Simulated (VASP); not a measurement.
The system is CdS.

```
CELL_PARAMETERS angstrom
4.16884 0.00000 0.00000
-2.08442 3.61032 0.00000
0.00000 0.00000 6.77962
ATOMIC_POSITIONS crystal
Cd 0.66667 0.33333 0.50022
Cd 0.33333 0.66667 0.00022
S 0.66667 0.33333 0.87678
S 0.33333 0.66667 0.37678
```

| Item | Value |
| --- | --- |
| Program | VASP 6.6.1 |
| Task | relaxation of cell and atoms |
| Functional | PBE |
| Potentials or basis | VASP PAW PBE potentials, release 64 (Cd, S) |
| Cutoff | 600 eV |
| k mesh | 6 × 6 × 4 |
| Occupations | gaussian, width 0.02 eV |
| Spin | no spin polarisation |

At the start: pressure 1.4 GPa; volume 25.51 Å³/atom.

Where does the relaxation end?

Over 3 steps the energy falls by 2.9 meV/atom and the volume is 26.16 Å³/atom (+2.6 %); space group P6_3mc (No. 186, to 0.1 Å) before and after.

Step by step:
| step | energy change (eV) | largest force (eV/Å) | pressure (GPa) | volume (Å³) |
| --- | --- | --- | --- | --- |
| 1 | 0.0000 | 0.0027 | 1.43 | 102.04 |
| 2 | -0.0105 | 0.0007 | -0.38 | 105.43 |
| 3 | -0.0114 | 0.0010 | -0.01 | 104.66 |

Final structure:
```
CELL_PARAMETERS angstrom
4.20381 0.00000 0.00000
-2.10190 3.64061 0.00000
0.00000 0.00000 6.83840
ATOMIC_POSITIONS crystal
Cd 0.66667 0.33333 0.50021
Cd 0.33333 0.66667 0.00021
S 0.66667 0.33333 0.87679
S 0.33333 0.66667 0.37679
```
